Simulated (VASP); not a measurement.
Input of a VASP 6.6.1 run:

Contents of INCAR:

```
SYSTEM = Hf3TiO8
  PREC = Accurate
  ENCUT = 600
  EDIFF = 1E-6
  ISMEAR = 0
  SIGMA = 0.1
  LREAL = .FALSE.
  LASPH = .TRUE.
  NELM = 120
  ALGO = Normal
  ISIF = 2
  LWAVE = .FALSE.
  LCHARG = .FALSE.
  NBANDS = 57
  GGA_COMPAT = .FALSE.
```

KPOINTS

```
Automatic mesh
0
G
  4 4 4
  0 0 0
```

The input POSCAR:

```
Hf3TiO8
1.0
    3.5273178256      3.5273178256      0.0000000000
   -3.5273178256      3.5273178256      0.0000000000
    0.0000000000      0.0000000000      4.9913889481
Ti Hf O
1 3 8
Direct
    0.0000000000      0.5000000000      0.5000000000
    0.5000000000      0.0000000000      0.5000000000
    0.0000000000      0.0000000000      0.0000000000
    0.5000000000      0.5000000000      0.0000000000
    0.2136922697      0.2863077303      0.7135572404
    0.7863077303      0.7136922697      0.7135572404
    0.2913027729      0.7913027729      0.7912269248
    0.7086972271      0.2086972271      0.7912269248
    0.2136922697      0.7136922697      0.2864427596
    0.7863077303      0.2863077303      0.2864427596
    0.2913027729      0.2086972271      0.2087730752
    0.7086972271      0.7913027729      0.2087730752
```

Potentials or basis: VASP PAW LDA potentials, release 64 (Ti_sv, Hf_pv, O).

Launch:

```console
$ cat potpaw_LDA.64/Ti_sv/POTCAR potpaw_LDA.64/Hf_pv/POTCAR potpaw_LDA.64/O/POTCAR > POTCAR
$ mpirun -np 1 vasp_std > vasp.out
```

What does it give for the band gap on the k mesh?

3.45 eV (least direct gap 3.51 eV).

What does it give for the pressure?

-2.4 GPa.

What does it give for the largest force?

0.222 eV/Å.

Stress tensor (GPa, compression positive):
```
-2.29  0.00  0.00
 0.00 -2.29  0.00
 0.00  0.00 -2.49
```

Caveat: spin-orbit coupling is left out, which moves the levels of the heavy elements. A k mesh can miss the band edges.
